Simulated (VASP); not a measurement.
MgBe2SO2, 6 atoms in the cell. The structure is tetragonal, space group P4/mmm (No. 123). The conventional cell has a = 4.351 Å, b = 4.351 Å, c = 4.142 Å, α = 90.00°, β = 90.00°, γ = 90.00°. Within 2.7 Å of Mg (site symmetry 4/mmm) lie 2 S at 2.07 Å and 4 O at 2.18 Å. Within 2.7 Å of Be (site symmetry mmm) lie 2 O at 2.07 Å and 2 S at 2.18 Å. Within 2.7 Å of S (site symmetry 4/mmm) lie 2 Mg at 2.07 Å and 4 Be at 2.18 Å. Within 2.7 Å of O (site symmetry mmm) lie 2 Be at 2.07 Å and 2 Mg at 2.18 Å. The cell was built from a structure type or drawn by symmetry, and may not be a known phase.

| Property | Result |
| --- | --- |
| Program | VASP 6.6.1 |
| Task | single point |
| Functional | PBE |
| Potentials or basis | VASP PAW PBE potentials, release 64 (Mg, Be, S, O) |
| Cutoff | 520 eV |
| k mesh | 6 × 6 × 4 |
| Occupations | gaussian, width 0.1 eV |
| Spin | collinear spin, ferromagnetic start |
| Starting moments | [0.0, 0.0, 0.0, 0.0, 1.0, 1.0] μB |
| Dipole correction | no |
| Further INCAR settings | ALGO = Normal; EDIFF = 1e-07; NBANDS = 25 |

Potentials or basis: VASP PAW PBE potentials, release 64 (Mg, Be, S, O).

Run with:

```console
$ cat potpaw_PBE.64/Mg/POTCAR potpaw_PBE.64/Be/POTCAR potpaw_PBE.64/S/POTCAR potpaw_PBE.64/O/POTCAR > POTCAR
$ mpirun -np 1 vasp_std > vasp.out
```

Hardware: 1 thread of Intel(R) Xeon(R) Platinum 8124M CPU @ 3.00GHz (Skylake/Cascade Lake), on a shared host.

Problem. Estimate the wall time of this run.

Solution. Wall time 100 s on 1 thread of Intel(R) Xeon(R) Platinum 8124M CPU @ 3.00GHz (Skylake/Cascade Lake) (shared host), peak memory 0.26 GiB. Counts: scf iterations 21, k points 30.
